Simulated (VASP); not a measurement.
# Pd (Im-3m) in VASP: notebook

The runs below take Pd through single point, with PBE.

Everything below comes from runs of VASP 6.6.1. Logs are shortened: lines on timing, memory, paths and dates and some standing lists are left out, and cuts for length are marked.

### Step 1. The cell of the first run

The structure is cubic, space group Im-3m (No. 229). The conventional cell has a = 3.145 Å, b = 3.145 Å, c = 3.145 Å, α = 90.00°, β = 90.00°, γ = 90.00°. Within 3.6 Å of Pd (site symmetry m-3m) lie 14 Pd at 2.72 to 3.14 Å.

### Step 2. Single point, PBE

INCAR

```
PREC = Accurate
ENCUT = 520
EDIFF = 1E-6
ISMEAR = 0
SIGMA = 0.016
LREAL = F
LASPH = T
NELM = 100
ALGO = Normal
ISIF = 2
LWAVE = F
LCHARG = F
GGA = PE
NBANDS = 11
```

KPOINTS

```
regular mesh
0
Gamma
  12 12 12
```

POSCAR

```
Pd
1.0
   -1.5722810000      1.5722810000      1.5722810000
    1.5722810000     -1.5722810000      1.5722810000
    1.5722810000      1.5722810000     -1.5722810000
Pd
1
Direct
    0.0000000000      0.0000000000      0.0000000000
```

Potentials or basis: VASP PAW PBE potentials, release 64 (Pd).

Command:

```
> cat potpaw_PBE.64/Pd/POTCAR > POTCAR
> mpirun -np 1 vasp_std > vasp.out
```

OUTCAR:

```text
PREC = Accurate
   ENCUT = 520
   EDIFF = 1E-6
   ISMEAR = 0
   LREAL = F
   LASPH = T
   NELM = 100
   ISIF = 2
   GGA = PE

 ion  position               nearest neighbor table
   1  0.000  0.000  0.000-

  LATTYP: Found a body centered cubic cell.
 ALAT       =     3.1445620000

  Lattice vectors:

 A1 = (  -1.5722810000,   1.5722810000,   1.5722810000)
 A2 = (   1.5722810000,  -1.5722810000,   1.5722810000)
 A3 = (   1.5722810000,   1.5722810000,  -1.5722810000)

Analysis of symmetry for initial positions (statically):
=====================================================================
 Subroutine PRICEL returns:
 Original cell was already a primitive cell.

 Routine SETGRP: Setting up the symmetry group for a
 body centered cubic supercell.

 Subroutine GETGRP returns: Found 48 space group operations
[... 9 lines left out ...]

 Routine SETGRP: Setting up the symmetry group for a
 body centered cubic supercell.

 Subroutine GETGRP returns: Found 48 space group operations
[... 11 lines left out ...]
                                     Primitive cell

  volume of cell :      15.5471

  direct lattice vectors                    reciprocal lattice vectors
    -1.572281000  1.572281000  1.572281000     0.000000000  0.318009313  0.318009313
     1.572281000 -1.572281000  1.572281000     0.318009313  0.000000000  0.318009313
     1.572281000  1.572281000 -1.572281000     0.318009313  0.318009313  0.000000000

  length of vectors
     2.723270576  2.723270576  2.723270576     0.449733083  0.449733083  0.449733083

  position of ions in fractional coordinates (direct lattice)
     0.000000000  0.000000000  0.000000000

  ion indices of the primitive-cell ions
   primitive index   ion index
                 1           1

----------------------------------------------------------------------------------------

 KPOINTS: regular mesh

Automatic generation of k-mesh.
 Grid dimensions read from file:
 generate k-points for:   12   12   12

 Generating k-lattice:

  Cartesian coordinates                     Fractional coordinates (reciprocal lattice)
     0.000000000  0.026500776  0.026500776     0.083333333  0.000000000  0.000000000
     0.026500776  0.000000000  0.026500776     0.000000000  0.083333333  0.000000000
     0.026500776  0.026500776  0.000000000     0.000000000  0.000000000  0.083333333

  Length of vectors
     0.037477757  0.037477757  0.037477757

  Shift w.r.t. Gamma in fractional coordinates (k-lattice)
     0.000000000  0.000000000  0.000000000

 Subroutine IBZKPT returns following result:
 ===========================================

 Found     72 irreducible k-points:

 Following reciprocal coordinates:
            Coordinates               Weight
  0.000000  0.000000  0.000000      1.000000
  0.083333  0.000000  0.000000     12.000000
  0.166667  0.000000  0.000000     12.000000
  0.250000  0.000000  0.000000     12.000000
  0.333333  0.000000  0.000000     12.000000
  0.416667  0.000000  0.000000     12.000000
[... 16 lines left out ...]
  0.333333  0.083333  0.083333     24.000000
  0.416667  0.083333  0.083333     12.000000
 [... further k-points ...]
   k-points           NKPTS =     72   k-points in BZ     NKDIM =     72   number of bands    NBANDS=     11
   number of dos      NEDOS =    301   number of ions     NIONS =      1
   total plane-waves  NPLWV =   8000
   dimension x,y,z NGX =    20 NGY =   20 NGZ =   20
   dimension x,y,z NGXF=    40 NGYF=   40 NGZF=   40
   ions per type =               1
   NGX,Y,Z   is equivalent  to a cutoff of  12.21, 12.21, 12.21 a.u.
   NGXF,Y,Z  is equivalent  to a cutoff of  24.42, 24.42, 24.42 a.u.
 SYSTEM =  unknown system
   PREC   = accura    normal or accurate (medium, high low for compatibility)
   ISTART =      0    job   : 0-new  1-cont  2-samecut
   ICHARG =      2    charge: 1-file 2-atom 10-const
   ISPIN  =      1    spin polarized calculation?
   LNONCOLLINEAR =      F non collinear calculations
   LSORBIT =      F    spin-orbit coupling
   LASPH  =      T    aspherical Exc in radial PAW
   ENCUT  =  520.0 eV  38.22 Ry    6.18 a.u.   5.06  5.06  5.06*2*pi/ulx,y,z
   NELM   =    100;   NELMIN=  2; NELMDL= -5     # of ELM steps
   EDIFF  = 0.1E-05   stopping-criterion for ELM
   LREAL  =      F    real-space projection
   EDIFFG = 0.1E-04   stopping-criterion for IOM
   NSW    =      0    number of steps for IOM
   IBRION =     -1    ionic relax: 0-MD 1-quasi-New 2-CG
   NFREE  =      0    steps in history (QN), initial steepest desc. (CG)
   ISIF   =      2    stress and relaxation
   ISYM   =      2    0-nonsym 1-usesym 2-fastsym
   POTIM  = 0.5000    time-step for ionic-motion
   TEBEG  =    0.0;   TEEND  =   0.0 temperature during run
   PSTRESS=    0.0 pullay stress
   NELECT =      10.0000    total number of electrons
   NUPDOWN=      -1.0000    fix difference up-down
   EMIN   =  10.00;   EMAX   =-10.00  energy-range for DOS
   EFERMI =   0.00;   METHOD = LEGACY
   ISMEAR =     0;   SIGMA  =   0.02  broadening in eV -4-tet -1-fermi 0-gaus
   EFERMI_NEDOS =   21; number of points for ismear=-14 and -15
   IALGO  =     38    algorithm
   IMIX   =      4    mixing-type and parameters
     AMIX     =   0.40;   BMIX     =  1.00
     AMIX_MAG =   1.60;   BMIX_MAG =  1.00
  volume/ion in A,a.u.               =      15.55       104.92
  Fermi-wavevector in a.u.,A,eV,Ry     =   1.413160  2.670485 27.171123  1.997021
  Thomas-Fermi vector in A             =   2.534834
   LORBIT       =      0    0 simple, 1 ext, 2 COOP (PROOUT), +10 PAW based schemes
   GGA     = PE    functional components
   LHFCALC =     F    Hartree Fock is set to
   AEXX    =    0.0000 exact exchange contribution
   IVDW    =     0    specifies the selected vdW correction
   LEPSILON=     F    determine dielectric tensor
   LRPA    =     F    only Hartree local field effects (RPA)
 non-spin polarized calculation
 Gauss-broadening in eV      SIGMA  =   0.02
  energy-cutoff  :      520.00
  volume of cell :       15.55
 maximum number of plane-waves:       430
   NGX = 11   NGY = 11   NGZ = 11

 number of electron      10.0000005 magnetization

 Free energy of the ion-electron system (eV)
  ---------------------------------------------------
  ext. energy  EPLUGINS =         0.00000000
  ---------------------------------------------------
  free energy    TOTEN  =        -5.17520281 eV

  energy without entropy =       -5.17485509  energy(sigma->0) =       -5.17502895

 E-fermi :   8.8829     XC(G=0): -12.8539

 val. band max:        8.8785701974   @ k =  -0.4167   0.4167   0.3333
 cond. band min:       8.8890911396   @ k =  -0.4167   0.4167   0.4167
 fundamental gap:      0.0105209423
 Fermi energy:         8.8828744909

 k-point     1 :       0.0000    0.0000    0.0000
  band No.  band energies     occupation
      1       2.1890      2.00000
      2       6.1912      2.00000
      3       6.1912      2.00000
      4       6.1912      2.00000
      5       8.0315      2.00000
      6       8.0315      2.00000
      7      28.1929      0.00000
      8      28.1929      0.00000
      9      28.1929      0.00000
     10      36.1952      0.00000
     11      36.2093      0.00000

 k-point     2 :       0.0833    0.0000    0.0000
  band No.  band energies     occupation
      1       2.4421      2.00000
      2       6.1090      2.00000
      3       6.1948      2.00000
      4       6.3667      2.00000
      5       7.9388      2.00000
      6       8.0378      2.00000
      7      27.9619      0.00000
      8      28.2018      0.00000
      9      28.4839      0.00000
     10      34.2512      0.00000
     11      34.8536      0.00000

 k-point     3 :       0.1667    0.0000    0.0000
  band No.  band energies     occupation
      1       3.1321      2.00000
      2       5.8912      2.00000
      3       6.2098      2.00000
      4       6.8692      2.00000
      5       7.7744      2.00000
      6       8.0606      2.00000
      7      26.6785      0.00000
      8      27.7711      0.00000
      9      29.2843      0.00000
     10      33.1969      0.00000
     11      33.2366      0.00000

 k-point     4 :       0.2500    0.0000    0.0000
  band No.  band energies     occupation
      1       3.9200      2.00000
      2       5.6079      2.00000
      3       6.4691      2.00000
      4       7.6210      2.00000
      5       7.7323      2.00000
      6       8.1051      2.00000
      7      23.9742      0.00000
      8      26.5322      0.00000
      9      30.3873      0.00000
     10      30.9231      0.00000
     11      32.8875      0.00000

 k-point     5 :       0.3333    0.0000    0.0000
  band No.  band energies     occupation
      1       4.1830      2.00000
      2       5.3393      2.00000
      3       7.5394      2.00000
      4       7.8835      2.00000
      5       8.1661      2.00000
      6       8.4726      2.00000
      7      20.7753      0.00000
      8      25.1966      0.00000
      9      28.5543      0.00000
     10      31.4893      0.00000
     11      33.1897      0.00000
[... 211 lines left out ...]
 k-point    21 :       0.1667    0.0833    0.0833
  band No.  band energies     occupation
      1       4.3628      2.00000
      2       5.5518      2.00000
      3       5.8126      2.00000
      4       7.8602      2.00000
      5       8.0588      2.00000
      6       8.5090      2.00000
      7      24.1507      0.00000
      8      25.4045      0.00000
      9      26.9822      0.00000
     10      30.4600      0.00000
     11      35.6335      0.00000

 k-point    22 :       0.2500    0.0833    0.0833
  band No.  band energies     occupation
      1       4.5988      2.00000
      2       5.3054      2.00000
      3       6.5067      2.00000
      4       7.9123      2.00000
      5       8.1635      2.00000
      6       9.8307      0.00000
      7      20.9405      0.00000
      8      24.2681      0.00000
      9      25.4397      0.00000
     10      31.6720      0.00000
     11      35.4797      0.00000

 k-point    23 :       0.3333    0.0833    0.0833
  band No.  band energies     occupation
      1       4.4502      2.00000
      2       5.1437      2.00000
      3       7.4933      2.00000
      4       8.0006      2.00000
      5       8.2317      2.00000
      6      11.3784      0.00000
      7      17.9851      0.00000
      8      23.4796      0.00000
      9      24.3764      0.00000
     10      32.6264      0.00000
     11      35.4217      0.00000

 k-point    24 :       0.4167    0.0833    0.0833
  band No.  band energies     occupation
      1       4.3714      2.00000
      2       5.0875      2.00000
      3       7.9241      2.00000
      4       8.0375      2.00000
      5       8.2558      2.00000
      6      12.4234      0.00000
      7      16.4283      0.00000
      8      23.2000      0.00000
      9      23.9692      0.00000
     10      32.9734      0.00000
     11      35.4248      0.00000

 [... further k-points ...]
[... 5 lines left out ...]
  --------------------------------------------------------------------------------------
  -------------------------------------------------------------------------------------
  Total       -0.1590323     -0.1590323     -0.1590323     -0.0000000      0.0000000      0.0000000
  in kB      -16.3887393    -16.3887393    -16.3887393     -0.0000000      0.0000000      0.0000000
  external PRESSURE =     -16.3887393 kB  Pullay stress =       0.0000000 kB

 VOLUME and BASIS-vectors are now :
 -----------------------------------------------------------------------------
  energy-cutoff  :      520.00
  volume of cell :       15.55
      direct lattice vectors                 reciprocal lattice vectors
    -1.572281000  1.572281000  1.572281000     0.000000000  0.318009313  0.318009313
     1.572281000 -1.572281000  1.572281000     0.318009313  0.000000000  0.318009313
     1.572281000  1.572281000 -1.572281000     0.318009313  0.318009313  0.000000000

 POSITION                                       TOTAL-FORCE (eV/Angst)
 -----------------------------------------------------------------------------------
      0.00000      0.00000      0.00000         0.000000     -0.000000     -0.000000
 -----------------------------------------------------------------------------------
    total drift:                               -0.000000     -0.000000      0.000000

  FREE ENERGIE OF THE ION-ELECTRON SYSTEM (eV)
  ---------------------------------------------------
  free  energy   TOTEN  =        -5.1752028109 eV

  energy  without entropy=       -5.1748550900  energy(sigma->0) =       -5.17502895
```

Wall time 4.7 s (1 thread of AMD EPYC 9R45 (Zen 5), shared host); peak memory 0.1 GiB.

Results:

```
Free energy            : -5.1752 eV
Pressure               : -1.6 GPa
Band gap on the k mesh : zero (band 5 reaches 9.47 eV, above the bottom of band 6 at 7.93 eV)
```

Levels at points of the mesh, in eV from the Fermi level:
| k point | band 1 | band 2 | band 3 | band 4 | band 5 | band 6 | band 7 | band 8 | band 9 | band 10 |
| --- | --- | --- | --- | --- | --- | --- | --- | --- | --- | --- |
| (0.00, 0.00, 0.00) | -6.69 | -2.69 | -2.69 | -2.69 | -0.85 | -0.85 | 19.31 | 19.31 | 19.31 | 27.31 |
| (0.50, 0.00, 0.00) | -4.87 | -3.80 | -0.92 | -0.64 | 0.59 | 1.54 | 7.57 | 15.06 | 17.40 | 23.68 |
| (0.50, 0.50, 0.50) | -4.79 | -4.79 | 0.23 | 0.23 | 0.23 | 9.10 | 9.10 | 9.10 | 16.95 | 17.13 |

### Step 3. Single point, PBE

INCAR

```
PREC = Accurate ; ENCUT = 520
EDIFF = 1E-7 ; ISMEAR = 0
SIGMA = 0.017 ; LREAL = False
LASPH = True ; NELM = 60
ALGO = Normal ; ISIF = 2
LWAVE = False ; LCHARG = True
GGA = PE ; LELF = True
LVHAR = True ; NBANDS = 11
```

KPOINTS is that of step 2.

POSCAR is that of step 2.

Potentials or basis: VASP PAW PBE potentials, release 64 (Pd).

Command:

```
> cat potpaw_PBE.64/Pd/POTCAR > POTCAR
> mpirun -np 1 vasp_std > vasp.out
```

It took 5.7 s on 1 thread of AMD EPYC 9R45 (Zen 5), shared host; peak memory 0.1 GiB.

The run converged. Its results:

| Quantity | Value |
| --- | --- |
| Free energy | -5.1752 eV |
| Pressure | -1.5 GPa |
| Band gap on the k mesh | zero (band 5 reaches 9.47 eV, above the bottom of band 6 at 7.92 eV) |

Levels at points of the mesh, in eV from the Fermi level:
```
           k point  band 1  band 2  band 3  band 4  band 5  band 6  band 7  band 8  band 9  band 10
(0.00, 0.00, 0.00)   -6.69   -2.69   -2.69   -2.69   -0.85   -0.85   19.31   19.31   19.31    27.27
(0.50, 0.00, 0.00)   -4.87   -3.80   -0.92   -0.64    0.58    1.54    7.57   15.06   17.40    23.68
(0.50, 0.50, 0.50)   -4.79   -4.79    0.23    0.23    0.23    9.10    9.10    9.10   16.95    17.13
```

### Step 4. Single point, PBE

INCAR

```
PREC = Accurate ; ENCUT = 520
EDIFF = 1E-6 ; ISMEAR = 0
SIGMA = 0.019000000000000003 ; LREAL = F
LASPH = T ; NELM = 100
ALGO = Normal ; ISIF = 2
LWAVE = F ; LCHARG = F
GGA = PE ; NBANDS = 11
```

KPOINTS

```
Automatic mesh
0
Gamma
  12 12 12
```

POSCAR is that of step 3.

Command:

```
> cat potpaw_PBE.64/Pd/POTCAR > POTCAR
> mpirun -np 1 vasp_std > vasp.out
```

It took 4.8 s on 1 thread of AMD EPYC 9R45 (Zen 5), shared host; peak memory 0.1 GiB.

The run converged. Its results:

```yaml
Free_energy: -5.1753 eV
Pressure: -1.6 GPa
Band_gap_on_the_k_mesh: zero (band 5 reaches 9.47 eV, above the bottom of band 6 at 7.93 eV)
```

Levels at points of the mesh, in eV from the Fermi level:
```
           k point  band 2  band 3  band 4  band 5  band 6  band 7  band 8  band 9
(0.00, 0.00, 0.00)   -2.69   -2.69   -2.69   -0.85   -0.85   19.31   19.31   19.31
(0.50, 0.00, 0.00)   -3.80   -0.92   -0.64    0.58    1.54    7.57   15.06   17.40
(0.50, 0.50, 0.50)   -4.79    0.23    0.23    0.23    9.09    9.09    9.09   16.95
```

### Step 5. Overview

```tsv
smearing	gap on the mesh (eV)	pressure (GPa)
gaussian 0.016 eV	none	-1.6
gaussian 0.017 eV	none	-1.5
gaussian 0.019 eV	none	-1.6
```

Alike in all rows: task single point; level PBE; potentials or basis VASP PAW PBE potentials, release 64 (Pd); no spin polarisation; cell as given; k mesh 12 × 12 × 12; cutoff (eV) 520.

Every run on the cell as given and a fine mesh finds a metal.

Absolute energies hang on the potentials; compare differences alone.
